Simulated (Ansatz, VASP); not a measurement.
## CsI in VASP and in Ansatz

File INCAR:

```
SYSTEM = CsI
PREC = Accurate
ENCUT = 500
EDIFF = 1E-6
ISMEAR = -1
SIGMA = 0.01
LREAL = .FALSE.
LASPH = .TRUE.
NELM = 120
ALGO = Normal
ISIF = 2
LWAVE = .FALSE.
LCHARG = .TRUE.
LELF = .TRUE.
LVHAR = .TRUE.
NBANDS = 15
GGA_COMPAT = .FALSE.
```

Contents of KPOINTS:

```
Automatic mesh
0
G
  7 7 7
  0 0 0
```

POSCAR

```
CsI
1.0
    4.5818718722      0.0000000000      0.0000000000
    0.0000000000      4.5818718722      0.0000000000
    0.0000000000      0.0000000000      4.5818718722
Cs I
1 1
Direct
    0.0000000000      0.0000000000      0.0000000000
    0.5000000000      0.5000000000      0.5000000000
```

Input for Ansatz:

```yaml
crystal:
  lattice:
    - [4.5818718722, 0.0, 0.0]
    - [0.0, 4.5818718722, 0.0]
    - [0.0, 0.0, 4.5818718722]
  atoms:
    - { symbol: Cs, position: [0.0, 0.0, 0.0] }
    - { symbol: I, position: [0.5, 0.5, 0.5] }
kpoints:
  mp_grid: { grid: [7, 7, 7] }
  band_path:
    path:
      - [0.0, 0.0, 0.0]
      - [0.0, 0.5, 0.0]
      - [0.5, 0.5, 0.0]
      - [0.0, 0.0, 0.0]
      - [0.5, 0.5, 0.5]
      - [0.0, 0.5, 0.0]
      - [0.5, 0.5, 0.5]
      - [0.5, 0.5, 0.0]
    npoints: 5
scf:
  occupations: { method: fermi_dirac, width: 0.01 }
hamiltonian:
  xc: lda
  pseudopotentials: { kind: all_electron, lapw: { basis_error: 0.00025 } }
output:
  forces: true
  stress: true
  eigenvalues: true
```

Change from the starting cell: volume scaled by 1.01.

Alike in both runs: task single point; functional LDA; k mesh 7 × 7 × 7; occupations fermi-dirac, width 0.01 eV; no spin polarisation.

|  | VASP | Ansatz |
| --- | --- | --- |
| version | VASP 6.6.1 | Ansatz 0.2.0 |
| potentials or method | VASP PAW LDA potentials, release 64 (Cs_sv, I), cutoff 500 eV | all-electron LAPW, scalar-relativistic |

Ansatz gave:

- gap on the k mesh at the Fermi level (eV): 3.52
- pressure (GPa): -1.5

Q: What did VASP give for the same quantities?

A: gap on the k mesh at the Fermi level (eV): 3.53; pressure (GPa): -1.5.

LDA's correlation is that of Perdew and Zunger in VASP and of Perdew and Wang (1992) in Ansatz. Ansatz ran all-electron here, and VASP with PAW potentials.

Spin-orbit coupling is off throughout.
